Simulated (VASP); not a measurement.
SnSe2, 3 atoms in the cell. Symmetry: P-3m1, No. 164, trigonal system. Conventional cell: a = 3.814 Å, b = 3.814 Å, c = 6.988 Å, α = 90.00°, β = 90.00°, γ = 120.00°. Within 3.6 Å of Sn (site symmetry -3m) lie 6 Se at 2.72 Å. Se (site symmetry 3m) has 3 Sn at 2.72 Å within 3.6 Å.  This cell differs from its parent crystal: strain -0.0150 x Voigt [1, 1, 0, 0, 0, 0].

- Program: VASP 6.6.1
- Task: single point
- Functional: PBE
- Potentials or basis: VASP PAW PBE potentials, release 64 (Sn_d, Se)
- Cutoff: 520 eV
- k mesh: 12 × 12 × 4
- Occupations: gaussian, width 0.05 eV
- Spin: no spin polarisation
- Dipole correction: no
- Further INCAR settings: ALGO = Normal; EDIFF = 1e-06; NBANDS = 20

Potentials or basis: VASP PAW PBE potentials, release 64 (Sn_d, Se).

Launch:

```console
$ cat potpaw_PBE.64/Sn_d/POTCAR potpaw_PBE.64/Se/POTCAR > POTCAR
$ mpirun -np 1 vasp_std > vasp.out
```

Hardware: 1 thread of Intel(R) Xeon(R) 6975P-C (Granite Rapids) (shared host).

Estimate the wall time of this run.

It took 35 s on 1 thread of Intel(R) Xeon(R) 6975P-C (Granite Rapids), on a shared host, peak memory 0.27 GiB. Counts: scf iterations 12, k points 69.
